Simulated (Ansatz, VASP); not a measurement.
Two plane-wave programs on ZnS

```xyz
2
Lattice="0.0000 2.7858 2.7858 2.7858 0.0000 2.7858 2.7858 2.7858 0.0000" Properties=species:S:1:pos:R:3 pbc="T T T"
Zn    0.0000    0.0000    0.0000
S     4.1787    4.1787    4.1787
```

Change from the starting cell: strain +0.030 along x and y, +0.030 along z, atoms carried along.

Alike in both runs: task single point; functional r2SCAN; k mesh 8 × 8 × 8; occupations gaussian, width 0.05 eV; no spin polarisation.

|  | VASP | Ansatz |
| --- | --- | --- |
| version | VASP 6.6.1 | Ansatz 0.2.0 |
| potentials or method | VASP PAW PBE potentials, release 64 (Zn, S), cutoff 520 eV | scalar-relativistic, plane waves, PAW |
| valence electrons in the cell | 18 | 18 |

VASP gave:

* gap on the k mesh at the Fermi level (eV): 2.26
* least direct gap on the mesh (eV): 2.26
* pressure (GPa): -6.3

Q: Estimate Ansatz's values.

A: gap on the k mesh at the Fermi level (eV): 2.25; least direct gap on the mesh (eV): 2.25; pressure (GPa): -6.3.

VASP's potentials were made for PBE, not for r2SCAN. With one functional, cell and mesh, what is left measures potentials, basis and numerics.
